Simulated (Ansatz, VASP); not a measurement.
**One calculation of CdTe, two programs**

The input INCAR:

```
PREC = Accurate
ENCUT = 520
EDIFF = 1E-7
ISMEAR = 0
SIGMA = 0.05
LREAL = F
LASPH = T
NELM = 100
ALGO = Normal
ISIF = 2
LWAVE = F
LCHARG = F
GGA = CA
NBANDS = 16
```

File KPOINTS:

```
Automatic mesh
0
Gamma
  8 8 8
```

File POSCAR:

```
CdTe
1.0
    0.0000000000      3.1747758567      3.3049925637
    3.3049925637      0.0000000000      3.3049925637
    3.3049925637      3.1747758567      0.0000000000
Cd Te
1 1
Direct
    0.0000000000      0.0000000000      0.0000000000
    0.7500000000      0.7500000000      0.7500000000
```

Input for Ansatz:

```yaml
crystal:
  lattice:
    - [0.0, 3.1747758567, 3.3049925637]
    - [3.3049925637, 0.0, 3.3049925637]
    - [3.3049925637, 3.1747758567, 0.0]
  atoms:
    - { symbol: Cd, position: [0.0, 0.0, 0.0] }
    - { symbol: Te, position: [0.75, 0.75, 0.75] }
basis:
  ecutwfc: 420
kpoints:
  mp_grid: { grid: [8, 8, 8] }
hamiltonian:
  xc: lda
  pseudopotentials: { kind: paw }
scf:
  occupations: { method: gaussian, width: 0.05 }
output:
  forces: true
  stress: true
  eigenvalues: true
```

Alike in both runs: task single point; functional LDA; k mesh 8 × 8 × 8; occupations gaussian, width 0.05 eV; no spin polarisation.

|  | VASP | Ansatz |
| --- | --- | --- |
| version | VASP 6.6.1 | Ansatz 0.2.0 |
| potentials or method | VASP PAW LDA potentials, release 64 (Cd, Te), cutoff 520 eV | scalar-relativistic, plane waves, PAW |
| valence electrons in the cell | 18 | 36 |

|  | VASP | Ansatz | Ansatz less VASP |
| --- | --- | --- | --- |
| gap on the k mesh at the Fermi level (eV) | 0.41 | 0.37 | -0.039 |
| least direct gap on the mesh (eV) | 0.41 | 0.37 | -0.039 |
| pressure (GPa) | -2.0 | -2.2 | -0.21 |
| traceless stress, the component that is largest in VASP (GPa) | 0.50 | 0.50 | +0.005 |

LDA's correlation is that of Perdew and Zunger in VASP and of Perdew and Wang (1992) in Ansatz. VASP's potentials hold 18 valence electrons a cell and Ansatz's 36, so a difference there can come from the potentials and not from the codes.

Spin-orbit coupling is off throughout.
